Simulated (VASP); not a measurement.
# Tl (I4/mmm) in VASP: a series of runs

Runs on Tl. Level: PBE. Tasks: single point, relaxation of cell and atoms.

All numbers are computed with VASP 6.6.1; they aren't measurements. Logs are shortened: lines on timing, memory, paths and dates and some standing lists are left out, and cuts for length are marked.

## (1) The cell of the first run

The typed cell holds 1 atom: a = 3.440 Å, b = 3.440 Å, c = 3.440 Å, α = 109.45°, β = 109.45°, γ = 109.52°.

This isn't the form of Tl at room conditions, which is hcp.

## (2) Single point, PBE

File INCAR:

```
SYSTEM = Tl
  PREC = Accurate
  ENCUT = 520
  EDIFF = 1E-6
  ISMEAR = 0
  SIGMA = 0.1
  LREAL = .FALSE.
  LASPH = .TRUE.
  NELM = 100
  ALGO = Normal
  ISIF = 2
  LWAVE = .FALSE.
  LCHARG = .FALSE.
  GGA = PE
  NBANDS = 12
```

File KPOINTS:

```
Automatic mesh
0
G
  14 14 14
  0 0 0
```

File POSCAR:

```
Tl
1.0
   -1.9865384028      1.9865384028      1.9848553712
    1.9865384028     -1.9865384028      1.9848553712
    1.9865384028      1.9865384028     -1.9848553712
Tl
1
Direct
    0.0000000000      0.0000000000      0.0000000000
```

Potentials or basis: VASP PAW PBE potentials, release 64 (Tl_d).

On the command line:

```
> cat potpaw_PBE.64/Tl_d/POTCAR > POTCAR
> mpirun -np 1 vasp_std > vasp.out
```

OUTCAR:

```text
SYSTEM = Tl
   PREC = Accurate
   ENCUT = 520
   EDIFF = 1E-6
   ISMEAR = 0
   LREAL = .FALSE.
   LASPH = .TRUE.
   NELM = 100
   ISIF = 2
   GGA = PE

 ion  position               nearest neighbor table
   1  0.000  0.000  0.000-

  LATTYP: Found a body centered tetragonal cell.
 ALAT       =     3.9730768056
 C/A-ratio  =     0.9991527817

  Lattice vectors:

 A1 = (  -1.9865384028,   1.9865384028,   1.9848553712)
 A2 = (   1.9865384028,  -1.9865384028,   1.9848553712)
 A3 = (   1.9865384028,   1.9865384028,  -1.9848553712)

Analysis of symmetry for initial positions (statically):
=====================================================================
 Subroutine PRICEL returns:
 Original cell was already a primitive cell.

 Routine SETGRP: Setting up the symmetry group for a
 body centered tetragonal supercell.

 Subroutine GETGRP returns: Found 16 space group operations
 (whereof 16 operations were pure point group operations)
 out of a pool of 16 trial point group operations.

The static configuration has the point symmetry D_4h.

Analysis of symmetry for dynamics (positions and initial velocities):
=====================================================================
 Subroutine PRICEL returns:
 Original cell was already a primitive cell.

 Routine SETGRP: Setting up the symmetry group for a
 body centered tetragonal supercell.

 Subroutine GETGRP returns: Found 16 space group operations
 (whereof 16 operations were pure point group operations)
 out of a pool of 16 trial point group operations.

The dynamic configuration has the point symmetry D_4h.

 Subroutine INISYM returns: Found 16 space group operations
 (whereof 16 operations are pure point group operations),
 and found     1 'primitive' translations

----------------------------------------------------------------------------------------

                                     Primitive cell

  volume of cell :      31.3316

  direct lattice vectors                    reciprocal lattice vectors
    -1.986538403  1.986538403  1.984855371     0.000000000  0.251694102  0.251907523
     1.986538403 -1.986538403  1.984855371     0.251694102  0.000000000  0.251907523
     1.986538403  1.986538403 -1.984855371     0.251694102  0.251694102  0.000000000

  length of vectors
     3.439814021  3.439814021  3.439814021     0.356100156  0.356100156  0.355949213

  position of ions in fractional coordinates (direct lattice)
     0.000000000  0.000000000  0.000000000

  ion indices of the primitive-cell ions
   primitive index   ion index
                 1           1

----------------------------------------------------------------------------------------

 KPOINTS: Automatic mesh

Automatic generation of k-mesh.
 Grid dimensions read from file:
 generate k-points for:   14   14   14

 Generating k-lattice:

  Cartesian coordinates                     Fractional coordinates (reciprocal lattice)
     0.000000000  0.017978150  0.017993394     0.071428571  0.000000000  0.000000000
     0.017978150  0.000000000  0.017993394     0.000000000  0.071428571  0.000000000
     0.017978150  0.017978150  0.000000000     0.000000000  0.000000000  0.071428571

  Length of vectors
     0.025435725  0.025435725  0.025424944

  Shift w.r.t. Gamma in fractional coordinates (k-lattice)
     0.000000000  0.000000000  0.000000000

 Subroutine IBZKPT returns following result:
 ===========================================

 Found    244 irreducible k-points:

 Following reciprocal coordinates:
            Coordinates               Weight
  0.000000  0.000000  0.000000      1.000000
  0.071429  0.000000 -0.000000      8.000000
  0.142857  0.000000 -0.000000      8.000000
  0.214286  0.000000 -0.000000      8.000000
  0.285714  0.000000 -0.000000      8.000000
  0.357143  0.000000 -0.000000      8.000000
[... 16 lines left out ...]
  0.214286  0.142857 -0.000000     16.000000
  0.285714  0.142857 -0.000000     16.000000
 [... further k-points ...]
   k-points           NKPTS =    244   k-points in BZ     NKDIM =    244   number of bands    NBANDS=     12
   number of dos      NEDOS =    301   number of ions     NIONS =      1
   total plane-waves  NPLWV =  21952
   dimension x,y,z NGX =    28 NGY =   28 NGZ =   28
   dimension x,y,z NGXF=    56 NGYF=   56 NGZF=   56
   ions per type =               1
   NGX,Y,Z   is equivalent  to a cutoff of  13.53, 13.53, 13.53 a.u.
   NGXF,Y,Z  is equivalent  to a cutoff of  27.06, 27.06, 27.06 a.u.
 SYSTEM =  Tl
   PREC   = accura    normal or accurate (medium, high low for compatibility)
   ISTART =      0    job   : 0-new  1-cont  2-samecut
   ICHARG =      2    charge: 1-file 2-atom 10-const
   ISPIN  =      1    spin polarized calculation?
   LNONCOLLINEAR =      F non collinear calculations
   LSORBIT =      F    spin-orbit coupling
   LASPH  =      T    aspherical Exc in radial PAW
   ENCUT  =  520.0 eV  38.22 Ry    6.18 a.u.   6.40  6.40  6.40*2*pi/ulx,y,z
   NELM   =    100;   NELMIN=  2; NELMDL= -5     # of ELM steps
   EDIFF  = 0.1E-05   stopping-criterion for ELM
   LREAL  =      F    real-space projection
   EDIFFG = 0.1E-04   stopping-criterion for IOM
   NSW    =      0    number of steps for IOM
   IBRION =     -1    ionic relax: 0-MD 1-quasi-New 2-CG
   NFREE  =      0    steps in history (QN), initial steepest desc. (CG)
   ISIF   =      2    stress and relaxation
   ISYM   =      2    0-nonsym 1-usesym 2-fastsym
   POTIM  = 0.5000    time-step for ionic-motion
   TEBEG  =    0.0;   TEEND  =   0.0 temperature during run
   PSTRESS=    0.0 pullay stress
   NELECT =      13.0000    total number of electrons
   NUPDOWN=      -1.0000    fix difference up-down
   EMIN   =  10.00;   EMAX   =-10.00  energy-range for DOS
   EFERMI =   0.00;   METHOD = LEGACY
   ISMEAR =     0;   SIGMA  =   0.10  broadening in eV -4-tet -1-fermi 0-gaus
   EFERMI_NEDOS =   21; number of points for ismear=-14 and -15
   IALGO  =     38    algorithm
   IMIX   =      4    mixing-type and parameters
     AMIX     =   0.40;   BMIX     =  1.00
     AMIX_MAG =   1.60;   BMIX_MAG =  1.00
  volume/ion in A,a.u.               =      31.33       211.44
  Fermi-wavevector in a.u.,A,eV,Ry     =   1.221036  2.307423 20.285309  1.490928
  Thomas-Fermi vector in A             =   2.356232
   LORBIT       =      0    0 simple, 1 ext, 2 COOP (PROOUT), +10 PAW based schemes
   GGA     = PE    functional components
   LHFCALC =     F    Hartree Fock is set to
   AEXX    =    0.0000 exact exchange contribution
   IVDW    =     0    specifies the selected vdW correction
   LEPSILON=     F    determine dielectric tensor
   LRPA    =     F    only Hartree local field effects (RPA)
 non-spin polarized calculation
 Gauss-broadening in eV      SIGMA  =   0.10
  energy-cutoff  :      520.00
  volume of cell :       31.33
 maximum number of plane-waves:       887
 NGX is ok and might be reduce to    28
   NGX = 13   NGY = 13   NGZ = 13

 number of electron      12.9999998 magnetization

 Free energy of the ion-electron system (eV)
  ---------------------------------------------------
  ext. energy  EPLUGINS =         0.00000000
  ---------------------------------------------------
  free energy    TOTEN  =        -2.22361978 eV

  energy without entropy =       -2.22131438  energy(sigma->0) =       -2.22246708

 E-fermi :   5.7300     XC(G=0):  -9.7440

 val. band max:        5.6588007017   @ k =   0.2857   0.2857   0.2143
 cond. band min:       5.7667486038   @ k =  -0.4286   0.5000   0.2857
 fundamental gap:      0.1079479022
 Fermi energy:         5.7300434226

 k-point     1 :       0.0000    0.0000    0.0000
  band No.  band energies     occupation
      1      -5.9035      2.00000
      2      -5.9026      2.00000
      3      -5.9026      2.00000
      4      -5.5578      2.00000
      5      -5.5570      2.00000
      6      -3.7924      2.00000
      7      15.5518      0.00000
      8      15.5518      0.00000
      9      15.5581      0.00000
     10      17.7727      0.00000
     11      17.7727      0.00000
     12      17.7825      0.00000

 k-point     2 :       0.0714    0.0000   -0.0000
  band No.  band energies     occupation
      1      -5.9103      2.00000
      2      -5.8967      2.00000
      3      -5.8767      2.00000
      4      -5.5650      2.00000
      5      -5.5577      2.00000
      6      -3.6862      2.00000
      7      14.4152      0.00000
      8      15.1678      0.00000
      9      15.3549      0.00000
     10      17.2599      0.00000
     11      17.6311      0.00000
     12      17.7120      0.00000

 k-point     3 :       0.1429    0.0000   -0.0000
  band No.  band energies     occupation
      1      -5.9303      2.00000
      2      -5.8864      2.00000
      3      -5.8018      2.00000
      4      -5.5844      2.00000
      5      -5.5581      2.00000
      6      -3.3631      2.00000
      7      12.2423      0.00000
      8      14.2953      0.00000
      9      14.7971      0.00000
     10      16.5619      0.00000
     11      17.3194      0.00000
     12      17.8368      0.00000
[... 286 lines left out ...]
 k-point    23 :       0.2143    0.1429   -0.0000
  band No.  band energies     occupation
      1      -5.9739      2.00000
      2      -5.8841      2.00000
      3      -5.6193      2.00000
      4      -5.5956      2.00000
      5      -5.5399      2.00000
      6      -1.7314      2.00000
      7       7.7338      0.00000
      8      10.4206      0.00000
      9      12.7938      0.00000
     10      16.7855      0.00000
     11      17.8027      0.00000
     12      19.1279      0.00000

 k-point    24 :       0.2857    0.1429   -0.0000
  band No.  band energies     occupation
      1      -5.9971      2.00000
      2      -5.9006      2.00000
      3      -5.6085      2.00000
      4      -5.5804      2.00000
      5      -5.4724      2.00000
      6      -0.7995      2.00000
      7       5.9714      0.00064
      8       9.6540      0.00000
      9      12.3082      0.00000
     10      16.4881      0.00000
     11      18.5871      0.00000
     12      18.9623      0.00000

 [... further k-points ...]

------------------------ aborting loop because EDIFF is reached ----------------------------------------

  FORCE on cell =-STRESS in cart. coord.  units (eV):
  Direction    XX          YY          ZZ          XY          YZ          ZX
  --------------------------------------------------------------------------------------
  -------------------------------------------------------------------------------------
  Total       -0.0134410     -0.0134410     -0.0125089      0.0000000      0.0000000      0.0000000
  in kB       -0.6873181     -0.6873181     -0.6396589      0.0000000      0.0000000      0.0000000
  external PRESSURE =      -0.6714317 kB  Pullay stress =       0.0000000 kB

 VOLUME and BASIS-vectors are now :
 -----------------------------------------------------------------------------
  energy-cutoff  :      520.00
  volume of cell :       31.33
      direct lattice vectors                 reciprocal lattice vectors
    -1.986538403  1.986538403  1.984855371     0.000000000  0.251694102  0.251907523
     1.986538403 -1.986538403  1.984855371     0.251694102  0.000000000  0.251907523
     1.986538403  1.986538403 -1.984855371     0.251694102  0.251694102  0.000000000

 POSITION                                       TOTAL-FORCE (eV/Angst)
 -----------------------------------------------------------------------------------
      0.00000      0.00000      0.00000         0.000000      0.000000     -0.000000
 -----------------------------------------------------------------------------------
    total drift:                               -0.000000     -0.000000     -0.000000

  FREE ENERGIE OF THE ION-ELECTRON SYSTEM (eV)
  ---------------------------------------------------
  free  energy   TOTEN  =        -2.2236197834 eV

  energy  without entropy=       -2.2213143832  energy(sigma->0) =       -2.22246708
```

Wall time 67 s (1 thread of Intel Xeon Platinum 8259CL at 2.50GHz (Skylake/Cascade Lake), shared host); peak memory 0.22 GiB.

Results:

```
Free energy            : -2.2236 eV
Pressure               : -0.1 GPa
Band gap on the k mesh : zero (an odd number of electrons rules out a gap without spin polarisation)
```

Levels at points of the mesh, in eV from the Fermi level:
```
           k point  band 4  band 5  band 6  band 7  band 8  band 9
(0.00, 0.00, 0.00)  -11.29  -11.29   -9.52    9.82    9.82    9.83
(0.50, 0.00, 0.00)  -11.29  -11.06   -5.14   -2.45    5.38    6.78
(0.50, 0.50, 0.00)  -11.29  -11.06   -5.14   -2.46    5.39    6.79
(0.50, 0.50, 0.50)  -11.12  -11.12   -2.16    1.37    1.37    1.39
```

Caveat: spin-orbit coupling is left out, which moves the levels of the heavy elements.

## (3) Relaxation of cell and atoms, PBE

File INCAR:

```
SYSTEM = Tl
ALGO = Normal ; EDIFF = 1E-6
EDIFFG = -0.01 ; ENCUT = 600
GGA = PE ; IBRION = 2
ISIF = 3 ; ISMEAR = 0
LASPH = .True. ; LCHARG = .False.
LREAL = .False. ; LWAVE = .False.
NELM = 80 ; NSW = 80
PREC = Accurate ; SIGMA = 0.1
```

File KPOINTS:

```
k-points
0
Gamma
  14 14 14
  0 0 0
```

POSCAR is that of step 2.

Potentials or basis: VASP PAW PBE potentials, release 64 (Tl_d).

On the command line:

```
> cat potpaw_PBE.64/Tl_d/POTCAR > POTCAR
> mpirun -np 1 vasp_std > vasp.out
```

Run time: 62 s. Hardware: 1 thread of Intel Xeon Platinum 8259CL at 2.50GHz (Skylake/Cascade Lake), shared host; peak memory 0.23 GiB.

It converged, with:

```yaml
Free_energy: -2.2236 eV
Pressure_after_relaxing: 0.0 GPa
Band_gap_on_the_k_mesh: zero (an odd number of electrons rules out a gap without spin polarisation)
```

Final structure:
```
Tl
1.0
    -1.98654    1.98654    1.98486
     1.98654   -1.98654    1.98486
     1.98654    1.98654   -1.98486
Tl
1
Direct
  0.00000 0.00000 0.00000
```

Levels at points of the mesh, in eV from the Fermi level:
```
           k point  band 2  band 3  band 4  band 5  band 6  band 7  band 8  band 9  band 10
(0.00, 0.00, 0.00)  -11.63  -11.63  -11.29  -11.29   -9.52    9.82    9.82    9.83    12.05
(0.50, 0.00, 0.00)  -11.73  -11.31  -11.29  -11.06   -5.14   -2.45    5.38    6.78     9.34
(0.50, 0.50, 0.00)  -11.73  -11.31  -11.29  -11.06   -5.14   -2.46    5.39    6.79     9.35
(0.50, 0.50, 0.50)  -11.78  -11.12  -11.12  -11.12   -2.16    1.37    1.37    1.39     6.15
```

Caveat: the relaxation stopped at its first step, so nothing moved; spin-orbit coupling is left out, which moves the levels of the heavy elements.
